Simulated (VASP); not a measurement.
C:

```
CELL_PARAMETERS angstrom
0.00000 1.78011 1.78011
1.78011 0.00000 1.78011
1.78011 1.78011 0.00000
ATOMIC_POSITIONS crystal
C 0.87500 0.87500 0.87500
C 0.12500 0.12500 0.12500
```

Base run:

- Program: VASP 6.6.1
- Functional: r2SCAN
- Potentials or basis: VASP PAW PBE potentials, release 64 (C)
- Cutoff: 520 eV
- k mesh: 16 × 16 × 16
- Occupations: fermi-dirac, width 0.02 eV
- Spin: no spin polarisation

Its results: band gap on the k mesh 4.34 eV, indirect (least direct gap 5.85 eV); pressure 1.2 GPa.

Task: The run is repeated on the same cell with these changes: potentials or basis from VASP PAW PBE potentials, release 64 (C) to VASP PAW PBE potentials, release 64 (C_h); cutoff from 520 eV to 910 eV. What comes out?

Result: Band gap on the k mesh 4.37 eV, indirect (least direct gap 5.89 eV); pressure -0.8 GPa.

Caveats: the PAW data sets were made with another functional, which shifts forces and pressure a little; the cutoff is under 1.25 times the usual one of these potentials, so pressure, stress and relaxed cells hold a basis-set (Pulay) error (some runs).

A k mesh can miss the band edges.
